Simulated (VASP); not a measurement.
Here is a VASP 6.6.1 calculation.

INCAR

```
SYSTEM = CoO
PREC = Accurate
ENCUT = 700
EDIFF = 1E-6
ISMEAR = -1
SIGMA = 0.02
LREAL = .FALSE.
LASPH = .TRUE.
NELM = 200
ALGO = Normal
ISIF = 2
LWAVE = .FALSE.
LCHARG = .FALSE.
ISPIN = 2
MAGMOM = 2.82 0
LORBIT = 11
NUPDOWN = 2.82
LMAXMIX = 4
LDAU = .TRUE.
LDAUTYPE = 2
LDAUL = 2 -1
LDAUU = 4.8 0
LDAUJ = 0 0
LDAUPRINT = 1
GGA = PE
NBANDS = 22
GGA_COMPAT = .FALSE.
```

KPOINTS

```
Automatic mesh
0
G
  9 9 9
  0 0 0
```

POSCAR

```
CoO
1.0
    0.0000000000      2.1315000000      2.1315000000
    2.1315000000      0.0000000000      2.1315000000
    2.1315000000      2.1315000000      0.0000000000
Co O
1 1
Direct
    0.0000000000      0.0000000000      0.0000000000
    0.5000000000      0.5000000000      0.5000000000
```

Potentials or basis: VASP PAW PBE potentials, release 64 (Co_sv, O).

Run with:

```sh
$ cat potpaw_PBE.64/Co_sv/POTCAR potpaw_PBE.64/O/POTCAR > POTCAR
$ mpirun -np 1 vasp_std > vasp.out
```

(1) Estimate the pressure.

Answers

(1) -1.1 GPa.

Caveat: the total moment is fixed, so each spin has its own Fermi level and the state may be an excited one; a cell with one magnetic atom can't hold antiferromagnetic order, which such compounds often take.
